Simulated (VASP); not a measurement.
Input of a VASP 6.6.1 run:

File INCAR:

```
SYSTEM = KF
PREC     = Accurate       ! precision mode
ENCUT    = 520            ! plane-wave cutoff, eV
EDIFF    = 1E-6           ! SCF threshold, eV
ISMEAR   = 0              ! smearing method
SIGMA    = 0.05           ! smearing width, eV
LREAL    = .FALSE.        ! projectors in reciprocal space
LASPH    = .TRUE.         ! aspherical terms in the spheres
NELM     = 100            ! most SCF steps
ALGO     = Normal         ! electronic algorithm
ISIF     = 2              ! what is computed and relaxed
LWAVE    = .FALSE.        ! write WAVECAR
LCHARG   = .FALSE.        ! write CHGCAR
NBANDS   = 15             ! bands
```

The input KPOINTS:

```
regular mesh
0
G
  8 8 8
  0 0 0
```

The input POSCAR:

```
KF
1.0
   -0.1353869700      2.5020215357      2.5020215357
    2.5020215357     -0.1353869700      2.5020215357
    2.5020215357      2.5020215357     -0.1353869700
K F
1 1
Direct
    0.0000000000      0.0000000000      0.0000000000
    0.5000000000      0.5000000000      0.5000000000
```

Potentials or basis: VASP PAW LDA potentials, release 64 (K_sv, F).

Launch:

```console
$ cat potpaw_LDA.64/K_sv/POTCAR potpaw_LDA.64/F/POTCAR > POTCAR
$ mpirun -np 1 vasp_std > vasp.out
```

**Question.** What does it give for the pressure?

**Answer.** 0.8 GPa.

**Question.** What does it give for the band gap on the k mesh?

**Answer.** 6.37 eV, direct.

Stress tensor (GPa, compression positive):
```
0.79 0.56 0.56
0.56 0.79 0.56
0.56 0.56 0.79
```

A k mesh can miss the band edges. As with any semilocal functional, this LDA gap is likely too small.
